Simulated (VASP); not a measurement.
# Ti in VASP: a series of runs

The runs below take Ti through single point, with PBE.

Everything below comes from runs of VASP 6.6.1. Logs are shortened: lines on timing, memory, paths and dates and some standing lists are left out, and cuts for length are marked.

**1. The cell of the first run**

Symmetry: R-3m, No. 166, trigonal system. Conventional cell: a = 3.065 Å, b = 3.065 Å, c = 6.242 Å, α = 90.00°, β = 90.00°, γ = 120.00°. Ti (site symmetry -3m) has 12 Ti at 2.73 to 3.06 Å within 3.6 Å.

**2. Single point, PBE (strained)**

INCAR reads:

```
ALGO = Normal ; EDIFF = 1E-6
ENCUT = 500 ; GGA = PE
GGA_COMPAT = F ; ISIF = 2
ISMEAR = 0 ; LASPH = T
LCHARG = F ; LREAL = F
LWAVE = F ; NBANDS = 12
NELM = 120 ; PREC = Accurate
SIGMA = 0.1
```

KPOINTS reads:

```
k-points
0
Gamma
  15 15 15
```

POSCAR reads:

```
Ti
1.0
   -0.2436000000      1.9236280000      1.9236280000
    1.9236280000     -0.2436000000      1.9236280000
    1.9236280000      1.9236280000     -0.2436000000
Ti
1
Direct
    0.0000000000      0.0000000000      0.0000000000
```

Potentials or basis: VASP PAW PBE potentials, release 64 (Ti_sv).

The run is started by

```console
> cat potpaw_PBE.64/Ti_sv/POTCAR > POTCAR
> mpirun -np 1 vasp_std > vasp.out
```

OUTCAR:

```text
EDIFF = 1E-6
   ENCUT = 500
   GGA = PE
   ISIF = 2
   ISMEAR = 0
   LASPH = T
   LREAL = F
   NELM = 120
   PREC = Accurate

 ion  position               nearest neighbor table
   1  0.000  0.000  0.000-

  LATTYP: Found a trigonal (rhomboedric) cell.
 ALAT       =     2.7313056081
 COS(alpha) =     0.3703943550

  Lattice vectors:

 A1 = (  -0.2436000000,   1.9236280000,   1.9236280000)
 A2 = (   1.9236280000,  -0.2436000000,   1.9236280000)
 A3 = (   1.9236280000,   1.9236280000,  -0.2436000000)

Analysis of symmetry for initial positions (statically):
=====================================================================
 Subroutine PRICEL returns:
 Original cell was already a primitive cell.

 Routine SETGRP: Setting up the symmetry group for a
 trigonal (rhombohedral) supercell.

 Subroutine GETGRP returns: Found 12 space group operations
 (whereof 12 operations were pure point group operations)
 out of a pool of 12 trial point group operations.

The static configuration has the point symmetry D_3d.

Analysis of symmetry for dynamics (positions and initial velocities):
=====================================================================
 Subroutine PRICEL returns:
 Original cell was already a primitive cell.

 Routine SETGRP: Setting up the symmetry group for a
 trigonal (rhombohedral) supercell.

 Subroutine GETGRP returns: Found 12 space group operations
 (whereof 12 operations were pure point group operations)
 out of a pool of 12 trial point group operations.

The dynamic configuration has the point symmetry D_3d.

 Subroutine INISYM returns: Found 12 space group operations
 (whereof 12 operations are pure point group operations),
 and found     1 'primitive' translations

----------------------------------------------------------------------------------------

                                     Primitive cell

  volume of cell :      16.9259

  direct lattice vectors                    reciprocal lattice vectors
    -0.243600000  1.923628000  1.923628000    -0.215113957  0.246304961  0.246304961
     1.923628000 -0.243600000  1.923628000     0.246304961 -0.215113957  0.246304961
     1.923628000  1.923628000 -0.243600000     0.246304961  0.246304961 -0.215113957

  length of vectors
     2.731305608  2.731305608  2.731305608     0.409397463  0.409397463  0.409397463

  position of ions in fractional coordinates (direct lattice)
     0.000000000  0.000000000  0.000000000
[... 75 lines left out ...]
   NELM   =    120;   NELMIN=  2; NELMDL= -5     # of ELM steps
   EDIFF  = 0.1E-05   stopping-criterion for ELM
   LREAL  =      F    real-space projection
[... 7 lines left out ...]
   TEBEG  =    0.0;   TEEND  =   0.0 temperature during run
   PSTRESS=    0.0 pullay stress
   NELECT =      12.0000    total number of electrons
   NUPDOWN=      -1.0000    fix difference up-down
   EMIN   =  10.00;   EMAX   =-10.00  energy-range for DOS
   EFERMI =   0.00;   METHOD = LEGACY
   ISMEAR =     0;   SIGMA  =   0.10  broadening in eV -4-tet -1-fermi 0-gaus
   EFERMI_NEDOS =   21; number of points for ismear=-14 and -15
   IALGO  =     38    algorithm
   IMIX   =      4    mixing-type and parameters
     AMIX     =   0.40;   BMIX     =  1.00
     AMIX_MAG =   1.60;   BMIX_MAG =  1.00
  volume/ion in A,a.u.               =      16.93       114.22
  Fermi-wavevector in a.u.,A,eV,Ry     =   1.459770  2.758565 28.993037  2.130928
  Thomas-Fermi vector in A             =   2.576298
   LORBIT       =      0    0 simple, 1 ext, 2 COOP (PROOUT), +10 PAW based schemes
   GGA     = PE    functional components
   LHFCALC =     F    Hartree Fock is set to
   AEXX    =    0.0000 exact exchange contribution
   IVDW    =     0    specifies the selected vdW correction
   LEPSILON=     F    determine dielectric tensor
   LRPA    =     F    only Hartree local field effects (RPA)
 non-spin polarized calculation
 Gauss-broadening in eV      SIGMA  =   0.10
  energy-cutoff  :      500.00
  volume of cell :       16.93
 maximum number of plane-waves:       444
   NGX =  9   NGY =  9   NGZ =  9

 number of electron      12.0000000 magnetization

 Free energy of the ion-electron system (eV)
  ---------------------------------------------------
  ext. energy  EPLUGINS =         0.00000000
  ---------------------------------------------------
  free energy    TOTEN  =        -7.63798881 eV

  energy without entropy =       -7.63040010  energy(sigma->0) =       -7.63419445

 E-fermi :   8.4775     XC(G=0): -11.5988

 val. band max:        8.4714801843   @ k =   0.2667   0.2667   0.1333
 cond. band min:       8.4858969884   @ k =  -0.1333   0.4667   0.1333
 fundamental gap:      0.0144168041
 Fermi energy:         8.4774618542

 k-point     1 :       0.0000    0.0000    0.0000
  band No.  band energies     occupation
      1     -48.1498      2.00000
      2     -24.0019      2.00000
      3     -24.0019      2.00000
      4     -23.8304      2.00000
      5       2.3761      2.00000
      6       8.5358      0.40967
      7       8.5358      0.40967
      8      10.7133      0.00000
      9      11.3704      0.00000
     10      11.3704      0.00000
     11      23.5950      0.00000
     12      27.0547      0.00000
[... 331 lines left out ...]
 k-point    24 :       0.2000    0.1333   -0.0000
  band No.  band energies     occupation
      1     -48.0960      2.00000
      2     -24.1919      2.00000
      3     -24.0610      2.00000
      4     -23.9322      2.00000
      5       3.6284      2.00000
      6       8.3048      1.98539
      7       9.1482      0.00000
      8      10.3631      0.00000
      9      10.8556      0.00000
     10      11.5003      0.00000
     11      23.3963      0.00000
     12      25.2293      0.00000

 [... further k-points ...]

------------------------ aborting loop because EDIFF is reached ----------------------------------------

  FORCE on cell =-STRESS in cart. coord.  units (eV):
  Direction    XX          YY          ZZ          XY          YZ          ZX
  --------------------------------------------------------------------------------------
  -------------------------------------------------------------------------------------
  Total        0.3368428      0.3368428      0.3368428      0.6835105      0.6835105      0.6835105
  in kB       31.8849205     31.8849205     31.8849205     64.6998441     64.6998441     64.6998441
  external PRESSURE =      31.8849205 kB  Pullay stress =       0.0000000 kB

 VOLUME and BASIS-vectors are now :
 -----------------------------------------------------------------------------
  energy-cutoff  :      500.00
  volume of cell :       16.93
      direct lattice vectors                 reciprocal lattice vectors
    -0.243600000  1.923628000  1.923628000    -0.215113957  0.246304961  0.246304961
     1.923628000 -0.243600000  1.923628000     0.246304961 -0.215113957  0.246304961
     1.923628000  1.923628000 -0.243600000     0.246304961  0.246304961 -0.215113957

 POSITION                                       TOTAL-FORCE (eV/Angst)
 -----------------------------------------------------------------------------------
      0.00000      0.00000      0.00000        -0.000000      0.000000      0.000000
 -----------------------------------------------------------------------------------
    total drift:                                0.000000      0.000000      0.000000

  FREE ENERGIE OF THE ION-ELECTRON SYSTEM (eV)
  ---------------------------------------------------
  free  energy   TOTEN  =        -7.6379888050 eV

  energy  without entropy=       -7.6304000992  energy(sigma->0) =       -7.63419445
```

OSZICAR:

```text
N       E                     dE             d eps       ncg     rms          rms(c)
DAV:   1     0.857665867204E+02    0.85767E+02   -0.64254E+03  8284   0.118E+03
DAV:   2    -0.428310500070E+01   -0.90050E+02   -0.87535E+02  8432   0.292E+02
DAV:   3    -0.842379026466E+01   -0.41407E+01   -0.40928E+01 11452   0.645E+01
DAV:   4    -0.851523632504E+01   -0.91446E-01   -0.91351E-01  9216   0.860E+00
DAV:   5    -0.851763679138E+01   -0.24005E-02   -0.24003E-02 10020   0.123E+00    0.846E+00
DAV:   6    -0.763881660720E+01    0.87882E+00   -0.18654E+00  9012   0.201E+01    0.230E+00
DAV:   7    -0.762707938435E+01    0.11737E-01   -0.10284E-01 10052   0.375E+00    0.129E+00
DAV:   8    -0.763786331374E+01   -0.10784E-01   -0.40899E-02  8644   0.262E+00    0.206E-01
DAV:   9    -0.763796538249E+01   -0.10207E-03   -0.48890E-03 10640   0.824E-01    0.881E-02
DAV:  10    -0.763800697385E+01   -0.41591E-04   -0.37373E-04  8680   0.228E-01    0.140E-02
DAV:  11    -0.763799001720E+01    0.16957E-04   -0.22189E-05  9876   0.664E-02    0.123E-02
DAV:  12    -0.763798859894E+01    0.14183E-05   -0.41317E-06  8904   0.234E-02    0.878E-04
DAV:  13    -0.763798880501E+01   -0.20607E-06   -0.11243E-07  4740   0.330E-03
   1 F= -.76379888E+01 E0= -.76341945E+01  d E =-.758871E-02
```

stdout:

```text
POSCAR found type information on POSCAR Ti
 POSCAR found :  1 types and       1 ions
 scaLAPACK will be used
 LDA part: xc-table for (Slater+PW92), standard interpolation
 POSCAR, INCAR and KPOINTS ok, starting setup
 FFT: planning ... GRIDC
 FFT: planning ... GRID_SOFT
 FFT: planning ... GRID
 WAVECAR not read
 entering main loop
```

Wall time 76 s (1 thread of Intel Xeon 8259CL, shared host); peak memory 0.17 GiB.

What came out:

| Item | Value |
| --- | --- |
| Free energy | -7.6380 eV |
| Pressure | 3.2 GPa |
| Band gap on the k mesh | zero (band 6 reaches 9.45 eV, above the bottom of band 7 at 8.17 eV) |

Stress tensor (GPa, compression positive):
```
3.19 6.47 6.47
6.47 3.19 6.47
6.47 6.47 3.19
```

Levels at points of the mesh, in eV from the Fermi level:
```csv
k point,band 2,band 3,band 4,band 5,band 6,band 7,band 8,band 9,band 10,band 11
"(0.00, 0.00, 0.00)",-32.48,-32.48,-32.31,-6.10,0.06,0.06,2.24,2.89,2.89,15.12
```

Caveat: the cell differs from its parent crystal (strained).

**3. Single point, PBE (strained)**

INCAR reads:

```
SYSTEM = Ti
PREC = Accurate ; ENCUT = 500
EDIFF = 1E-6 ; ISMEAR = 0
SIGMA = 0.1 ; LREAL = .False.
LASPH = .True. ; NELM = 120
ALGO = Normal ; ISIF = 2
LWAVE = .False. ; LCHARG = .False.
GGA = PE ; NBANDS = 12
GGA_COMPAT = .False.
```

KPOINTS reads:

```
Automatic mesh
0
Gamma
  14 16 16
  0 0 0
```

POSCAR reads:

```
Ti
1.0
   -0.2436000000      2.0286602000      2.0286602000
    1.8029445000     -0.0723492000      1.8574094000
    1.8029445000      1.8574094000     -0.0723492000
Ti
1
Direct
    0.0000000000      0.0000000000      0.0000000000
```

Potentials or basis: VASP PAW PBE potentials, release 64 (Ti_sv).

The run is started by

```console
> cat potpaw_PBE.64/Ti_sv/POTCAR > POTCAR
> mpirun -np 1 vasp_std > vasp.out
```

Wall time 2.7 min (1 thread of Intel Xeon 8259CL, shared host); peak memory 0.27 GiB.

It converged, with:

| Quantity | Value |
| --- | --- |
| Free energy | -7.5521 eV |
| Pressure | 19.5 GPa |
| Band gap on the k mesh | zero (band 6 reaches 10.42 eV, above the bottom of band 7 at 9.45 eV) |

Stress tensor (GPa, compression positive):
```
20.87  6.31  6.31
 6.31 18.80 -0.84
 6.31 -0.84 18.80
```

Levels at points of the mesh, in eV from the Fermi level:
```tsv
k point	band 3	band 4	band 5	band 6	band 7	band 8	band 9	band 10
(0.00, 0.00, 0.00)	-31.99	-31.87	-6.35	-0.16	0.78	1.92	3.15	3.40
(0.50, 0.00, 0.00)	-32.04	-31.93	-3.01	-0.22	0.52	1.73	4.07	4.32
(0.00, 0.50, 0.00)	-32.25	-32.10	-2.86	-0.23	1.43	1.95	3.62	4.82
(0.50, 0.50, 0.00)	-32.51	-32.20	-3.10	-2.14	3.58	4.16	4.50	5.00
(0.00, 0.50, 0.50)	-32.45	-32.41	-3.10	-2.21	3.86	4.28	4.47	5.19
(0.50, 0.50, 0.50)	-32.33	-32.27	-2.92	-0.04	1.22	2.32	3.85	5.09
```

Caveat: the cell differs from its parent crystal (strained).
